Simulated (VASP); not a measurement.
# ZrB in VASP: notebook, part 2 of 2

VASP 6.6.1.

### 3 Single point, r2SCAN, collinear spin

This run uses another cell than the first one, of 13.32 Å³/atom.

Contents of POSCAR:

```
ZrB
1.0
    0.0000000000      2.3705998121      2.3705998121
    2.3705998121      0.0000000000      2.3705998121
    2.3705998121      2.3705998121      0.0000000000
Zr B
1 1
Direct
    0.0000000000      0.0000000000      0.0000000000
    0.5000000000      0.5000000000      0.5000000000
```

Contents of INCAR.step1:

```
SYSTEM = ZrB
PREC = Accurate
ENCUT = 520
ISMEAR = 0
SIGMA = 0.025
LREAL = .FALSE.
LASPH = .TRUE.
NELM = 150
ISPIN = 2
MAGMOM = 0.5 0
LMAXMIX = 4
NBANDS = 18
GGA = PE
ALGO = Normal
EDIFF = 1E-4
LWAVE = .TRUE.
LCHARG = .FALSE.
```

Contents of INCAR.step2:

```
SYSTEM = ZrB
PREC = Accurate
ENCUT = 520
EDIFF = 1E-7
ISMEAR = 0
SIGMA = 0.025
LREAL = .FALSE.
LASPH = .TRUE.
NELM = 150
ALGO = Normal
ISIF = 2
LWAVE = .FALSE.
LCHARG = .FALSE.
ISPIN = 2
MAGMOM = 0.5 0
LORBIT = 11
LMAXMIX = 4
METAGGA = R2SCAN
LMIXTAU = .TRUE.
NBANDS = 18
ISTART = 1
```

Contents of KPOINTS:

```
Automatic mesh
0
G
  10 10 10
  0 0 0
```

Potentials or basis: VASP PAW PBE potentials, release 64 (Zr_sv, B).

Run with:

```
> cat potpaw_PBE.64/Zr_sv/POTCAR potpaw_PBE.64/B/POTCAR > POTCAR
> cp INCAR.step1 INCAR
> mpirun -np 1 vasp_std > vasp.out
> cp INCAR.step2 INCAR
> mpirun -np 1 vasp_std > vasp.out
```

OUTCAR:

```text
SYSTEM = ZrB
   PREC = Accurate
   ENCUT = 520
   EDIFF = 1E-7
   ISMEAR = 0
   LREAL = .FALSE.
   LASPH = .TRUE.
   NELM = 150
   ISIF = 2
   ISPIN = 2
   LORBIT = 11
   METAGGA = R2SCAN
   ISTART = 1

 ion  position               nearest neighbor table
   1  0.000  0.000  0.000-   2 2.37   2 2.37   2 2.37   2 2.37   2 2.37   2 2.37
   2  0.500  0.500  0.500-   1 2.37   1 2.37   1 2.37   1 2.37   1 2.37   1 2.37

  LATTYP: Found a face centered cubic cell.
 ALAT       =     4.7411996242

  Lattice vectors:

 A1 = (   0.0000000000,   2.3705998121,   2.3705998121)
[... 1225 lines left out ...]
  external PRESSURE =     211.9112647 kB  Pullay stress =       0.0000000 kB

 VOLUME and BASIS-vectors are now :
 -----------------------------------------------------------------------------
  energy-cutoff  :      520.00
  volume of cell :       26.64
      direct lattice vectors                 reciprocal lattice vectors
     0.000000000  2.370599812  2.370599812    -0.210917084  0.210917084  0.210917084
     2.370599812  0.000000000  2.370599812     0.210917084 -0.210917084  0.210917084
     2.370599812  2.370599812  0.000000000     0.210917084  0.210917084 -0.210917084

 POSITION                                       TOTAL-FORCE (eV/Angst)
 -----------------------------------------------------------------------------------
      0.00000      0.00000      0.00000         0.000000     -0.000000      0.000000
      2.37060      2.37060      2.37060        -0.000000      0.000000     -0.000000
 -----------------------------------------------------------------------------------
    total drift:                               -0.000000      0.000000      0.000000

  FREE ENERGIE OF THE ION-ELECTRON SYSTEM (eV)
  ---------------------------------------------------
  free  energy   TOTEN  =       -30.7945273871 eV

  energy  without entropy=      -30.7941456086  energy(sigma->0) =      -30.79433650

 total charge

# of ion       s       p       d       tot
------------------------------------------
    1        2.193   6.039   1.727   9.959
    2        0.810   1.082   0.000   1.892
--------------------------------------------------
tot          3.003   7.121   1.727  11.850

 magnetization (x)

# of ion       s       p       d       tot
------------------------------------------
    1       -0.000  -0.000   0.000  -0.000
    2       -0.000   0.000   0.000   0.000
--------------------------------------------------
tot         -0.000   0.000   0.000  -0.000
```

OUTCAR.step1:

```text
SYSTEM = ZrB
   PREC = Accurate
   ENCUT = 520
   ISMEAR = 0
   LREAL = .FALSE.
   LASPH = .TRUE.
[... 1253 lines left out ...]
      0.00000      0.00000      0.00000         0.000000      0.000000      0.000000
      2.37060      2.37060      2.37060         0.000000      0.000000      0.000000
 -----------------------------------------------------------------------------------
    total drift:                               -0.000000      0.000000      0.000000

  FREE ENERGIE OF THE ION-ELECTRON SYSTEM (eV)
  ---------------------------------------------------
  free  energy   TOTEN  =       -15.8355819108 eV

  energy  without entropy=      -15.8344233821  energy(sigma->0) =      -15.83500265
```

OSZICAR.step1:

```text
N       E                     dE             d eps       ncg     rms          rms(c)
DAV:   1     0.989754453529E+02    0.98975E+02   -0.74675E+03  3384   0.799E+02
DAV:   2    -0.138897046004E+02   -0.11287E+03   -0.10672E+03  4138   0.242E+02
DAV:   3    -0.175446392201E+02   -0.36549E+01   -0.36092E+01  4686   0.361E+01
DAV:   4    -0.176044185561E+02   -0.59779E-01   -0.59596E-01  4180   0.430E+00
DAV:   5    -0.176053397190E+02   -0.92116E-03   -0.92111E-03  4368   0.383E-01    0.215E+01
DAV:   6    -0.158409978109E+02    0.17643E+01   -0.13197E+00  3648   0.112E+01    0.749E+00
DAV:   7    -0.158318553047E+02    0.91425E-02   -0.16434E-01  4254   0.272E+00    0.366E+00
DAV:   8    -0.158335279835E+02   -0.16727E-02   -0.27750E-02  4380   0.113E+00    0.191E+00
DAV:   9    -0.158354990384E+02   -0.19711E-02   -0.17287E-03  4080   0.336E-01    0.358E-01
DAV:  10    -0.158355819108E+02   -0.82872E-04   -0.30000E-04  3904   0.140E-01
   1 F= -.15835582E+02 E0= -.15835003E+02  d E =-.115853E-02  mag=     0.0060
```

Run time: 6 min. Hardware: 1 thread of Intel Xeon 8259CL, shared host; peak memory 0.21 GiB.

What came out:

- Free energy: -30.7945 eV
- Pressure: 21.2 GPa
- Net moment: 0.00 μB per cell
- Valence electrons inside the program's atomic spheres: Zr 9.96; B 1.89

Caveat: the cell stands under pressure; the PAW data sets were made with another functional, which shifts forces and pressure a little.

### 4 Single point, LDA (atoms moved at random)

Contents of INCAR:

```
SYSTEM = ZrB
  ALGO = Normal
  EDIFF = 1E-6
  ENCUT = 520
  ISIF = 2
  ISMEAR = 1
  LASPH = .TRUE.
  LCHARG = .TRUE.
  LELF = .TRUE.
  LREAL = .FALSE.
  LVHAR = .TRUE.
  LWAVE = .FALSE.
  NBANDS = 14
  NELM = 100
  PREC = Accurate
  SIGMA = 0.01
```

Contents of KPOINTS:

```
k-points
0
G
  10 10 10
  0 0 0
```

Contents of POSCAR:

```
ZrB
1.0
    0.0000000000      2.3250000000      2.3250000000
    2.3250000000      0.0000000000      2.3250000000
    2.3250000000      2.3250000000      0.0000000000
Zr B
1 1
Direct
   -0.0151362074     -0.0113614336      0.0148924311
    0.4849032074      0.4885934336      0.5149075689
```

Potentials or basis: VASP PAW LDA potentials, release 64 (Zr_sv, B).

Run with:

```
> cat potpaw_LDA.64/Zr_sv/POTCAR potpaw_LDA.64/B/POTCAR > POTCAR
> mpirun -np 1 vasp_std > vasp.out
```

It took 95 s on 1 thread of Intel Xeon 8259CL, shared host; peak memory 0.21 GiB.

It converged, with:

```yaml
Free_energy: -17.2923 eV
Pressure: 25.4 GPa
Band_gap_on_the_k_mesh: zero (an odd number of electrons rules out a gap without spin polarisation)
```

Levels at points of the mesh, in eV from the Fermi level:
```
           k point  band 6  band 7  band 8  band 9  band 10  band 11
(0.00, 0.00, 0.00)    1.87    1.87    1.87    3.68     3.68     3.78
(0.50, 0.00, 0.00)   -3.45   -1.43   -1.43    5.72     5.72     7.30
(0.00, 0.00, 0.50)   -3.45   -1.43   -1.43    5.72     5.72     7.30
(0.50, 0.50, 0.00)   -1.15   -0.25    2.54    2.54     5.46     6.88
(0.00, 0.50, 0.50)   -1.15   -0.25    2.54    2.54     5.46     6.88
(0.50, 0.00, 0.50)   -1.15   -0.25    2.54    2.54     5.46     6.88
```

Caveat: the cell differs from its parent crystal (atoms moved at random); the cell stands under pressure.

### 5 Single point, PBE0

This run uses another cell than the first one, of 12.57 Å³/atom.

Contents of POSCAR:

```
ZrB
1.0
    0.0000000000      2.3250000000      2.3250000000
    2.3250000000      0.0000000000      2.3250000000
    2.3250000000      2.3250000000      0.0000000000
Zr B
1 1
Direct
    0.0000000000      0.0000000000      0.0000000000
    0.5000000000      0.5000000000      0.5000000000
```

Contents of INCAR.step1:

```
PREC = Accurate
ENCUT = 420
EDIFF = 1E-5
ISMEAR = -1
SIGMA = 0.05
LREAL = False
LASPH = True
NELM = 120
ALGO = Normal
ISIF = 2
LWAVE = True
LCHARG = False
NBANDS = 14
GGA = PE
GGA_COMPAT = False
```

Contents of INCAR.step2:

```
PREC = Accurate
ENCUT = 420
EDIFF = 1E-6
ISMEAR = -1
SIGMA = 0.05
LREAL = False
LASPH = True
NELM = 120
ALGO = Normal
ISIF = 2
LWAVE = False
LCHARG = False
GGA = PE
LHFCALC = True
AEXX = 0.25
PRECFOCK = Normal
NBANDS = 14
ISTART = 1
GGA_COMPAT = False
```

Contents of KPOINTS:

```
regular mesh
0
Gamma
  8 8 8
```

Potentials or basis: VASP PAW PBE potentials, release 64 (Zr_sv, B).

Run with:

```
> cat potpaw_PBE.64/Zr_sv/POTCAR potpaw_PBE.64/B/POTCAR > POTCAR
> cp INCAR.step1 INCAR
> mpirun -np 1 vasp_std > vasp.out
> cp INCAR.step2 INCAR
> mpirun -np 1 vasp_std > vasp.out
```

Run time: 73 min. Hardware: 1 thread of Intel Xeon Platinum 8259CL at 2.50GHz (Skylake/Cascade Lake), shared host; peak memory 0.16 GiB.

Results (log left out):

- Free energy: -18.9711 eV
- Pressure: 34.1 GPa
- Band gap on the k mesh: zero (an odd number of electrons rules out a gap without spin polarisation)

Levels at points of the mesh, in eV from the Fermi level:
| k point | band 6 | band 7 | band 8 | band 9 | band 10 | band 11 |
| --- | --- | --- | --- | --- | --- | --- |
| (0.00, 0.00, 0.00) | 2.78 | 2.78 | 2.78 | 4.51 | 4.51 | 4.62 |
| (0.50, 0.00, 0.00) | -5.05 | -2.22 | -2.22 | 7.02 | 7.02 | 8.71 |
| (0.50, 0.50, 0.00) | -1.73 | -1.33 | 3.06 | 3.06 | 6.46 | 8.26 |

Caveat: the cell stands under pressure; the PAW data sets were made with another functional, which shifts forces and pressure a little.

### 6 Overview

```tsv
level	potentials or basis	spin	cell	k mesh	cutoff (eV)	smearing	grid for exact exchange (PRECFOCK)	share of exact exchange	gap on the mesh (eV)	pressure (GPa)	moment (μB)
r2SCAN	VASP PAW PBE potentials, release 64 (Zr_sv, B)	collinear	a = 3.310 Å, angles 60.0°, 2 atoms	10 × 10 × 10	520	gaussian 0.025 eV	-	-	none	31.1	0.00
r2SCAN	VASP PAW PBE potentials, release 64 (Zr_sv, B)	collinear	a = 3.353 Å, angles 60.0°, 2 atoms	10 × 10 × 10	520	gaussian 0.025 eV	-	-	none	21.2	0.00
LDA	VASP PAW LDA potentials, release 64 (Zr_sv, B)	off	a = 3.288 Å, angles 60.0°, 2 atoms	10 × 10 × 10	520	methfessel-paxton 0.01 eV	-	-	none	25.4	-
PBE0	VASP PAW PBE potentials, release 64 (Zr_sv, B)	off	a = 3.288 Å, angles 60.0°, 2 atoms	8 × 8 × 8	420	fermi-dirac 0.05 eV	Normal	0.25	none	34.1	-
```

Alike in all rows: task single point.

Caveats: the cell stands under pressure; the PAW data sets were made with another functional, which shifts forces and pressure a little (at least some runs).

Total energies depend on the potentials used, so only differences within one code and one set of settings carry meaning.
